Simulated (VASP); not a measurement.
A run of VASP 6.6.1 is set up as follows.

INCAR

```
SYSTEM = Zr15SiO32
PREC = Accurate ; ENCUT = 520
EDIFF = 1E-6 ; ISMEAR = 0
SIGMA = 0.01 ; LREAL = Auto
LASPH = .TRUE. ; NELM = 120
ALGO = Normal ; ISIF = 2
LWAVE = .FALSE. ; LCHARG = .FALSE.
GGA = PE ; NBANDS = 218
GGA_COMPAT = .FALSE.
```

File KPOINTS:

```
Automatic mesh
0
Gamma
  2 2 2
  0.5 0.5 0.5
```

Contents of POSCAR:

```
Zr15SiO32
1.0
   -5.1158283606     -5.1158283606      5.1158283606
    5.1158283606      5.1158283606      5.1158283606
   -5.1158283606      5.1158283606     -5.1158283606
Si Zr O
1 15 32
Direct
    0.2500000000      0.5000000000      0.2500000000
    0.4972329817      0.5000000000      0.0027670183
    0.2500000000      0.7472329817      0.0027670183
    0.7500000000      0.5000000000      0.7500000000
    0.4972329817      0.7472329817      0.7444659633
    0.2500000000      0.0000000000      0.7500000000
    0.0027670183      0.5000000000      0.4972329817
    0.7444659633      0.7472329817      0.4972329817
    0.4972329817     -0.0055340367      0.4972329817
    0.2500000000      0.2527670183      0.4972329817
    0.0027670183      0.7472329817      0.2500000000
    0.7500000000      0.0000000000      0.2500000000
    0.4972329817      0.2527670183      0.2500000000
    0.0027670183      0.0055340367      0.0027670183
    0.7555340367      0.2527670183      0.0027670183
    0.0027670183      0.2527670183      0.7555340367
    0.0139849187      0.2639849187      0.0139849187
    0.2500000000      0.2520216249      0.7512868666
    0.0020216249      0.5000000000      0.7512868666
    0.4979783751      0.2492652418      0.4979783751
    0.2500000000      0.5000000000      0.4860150813
   -0.0007347582      0.7479783751      0.4979783751
    0.7512868666      0.2520216249      0.2500000000
    0.4860150813      0.5000000000      0.2500000000
    0.2500000000      0.7360150813      0.2500000000
    0.0020216249      0.0012868666      0.2500000000
    0.7512868666      0.5000000000      0.0020216249
    0.4979783751      0.7479783751     -0.0007347582
    0.2500000000      0.0012868666      0.0020216249
    0.7487131334      0.7507347582      0.7487131334
    0.5007347582     -0.0012868666      0.7487131334
    0.7487131334     -0.0012868666      0.5007347582
    0.0020216249      0.7507347582      0.0020216249
    0.2500000000      0.7479783751      0.7487131334
   -0.0007347582      0.0012868666      0.7512868666
    0.4860150813      0.7360150813      0.4860150813
    0.2500000000     -0.0012868666      0.4979783751
    0.0020216249      0.2520216249      0.5007347582
    0.7487131334      0.7479783751      0.2500000000
    0.4979783751     -0.0012868666      0.2500000000
    0.2500000000      0.2639849187      0.2500000000
    0.0139849187      0.5000000000      0.2500000000
    0.7512868666      0.0012868666     -0.0007347582
    0.5007347582      0.2520216249      0.0020216249
    0.2500000000      0.5000000000      0.0139849187
    0.7512868666      0.2492652418      0.7512868666
    0.4979783751      0.5000000000      0.7487131334
    0.7487131334      0.5000000000      0.4979783751
```

Potentials or basis: VASP PAW PBE potentials, release 64 (Si, Zr_sv, O).

The run is started by

```sh
$ cat potpaw_PBE.64/Si/POTCAR potpaw_PBE.64/Zr_sv/POTCAR potpaw_PBE.64/O/POTCAR > POTCAR
$ mpirun -np 1 vasp_std > vasp.out
```

Question: Predict the pressure.

Answer: -3.4 GPa.

Question: What does it give for the largest force?

Answer: 0.013 eV/Å.

Forces in eV/Å, atoms in the order of the input:
```
Si   0.000  0.000  0.000
Zr   0.000  0.000  0.000
Zr   0.000  0.000  0.000
Zr   0.000  0.000  0.000
Zr   0.000  0.000  0.000
Zr   0.000  0.000  0.000
Zr   0.000  0.000  0.000
Zr   0.000  0.000  0.000
Zr   0.000  0.000  0.000
Zr   0.000  0.000  0.000
Zr   0.000  0.000  0.000
Zr   0.000  0.000  0.000
Zr   0.000  0.000  0.000
Zr   0.000  0.000  0.000
Zr   0.000  0.000  0.000
Zr   0.000  0.000  0.000
O    0.008 -0.008 -0.008
O    0.000  0.004  0.000
O   -0.004  0.000  0.000
O    0.004  0.000  0.000
O   -0.008  0.008 -0.008
O    0.000 -0.004  0.000
O    0.000  0.000  0.004
O   -0.008 -0.008  0.008
O    0.008  0.008  0.008
O    0.000  0.000  0.004
O   -0.004  0.000  0.000
O    0.000  0.000 -0.004
O    0.000  0.004  0.000
O    0.004  0.000  0.000
O    0.000 -0.004  0.000
O    0.000  0.000 -0.004
O   -0.004  0.000  0.000
O    0.000 -0.004  0.000
O    0.000  0.004  0.000
O   -0.008  0.008  0.008
O    0.000 -0.004  0.000
O    0.000  0.000  0.004
O    0.000  0.000 -0.004
O    0.000  0.000 -0.004
O   -0.008 -0.008 -0.008
O    0.008  0.008 -0.008
O    0.000  0.000  0.004
O    0.000  0.004  0.000
O    0.008 -0.008  0.008
O   -0.004  0.000  0.000
O    0.004  0.000  0.000
O    0.004  0.000  0.000
```
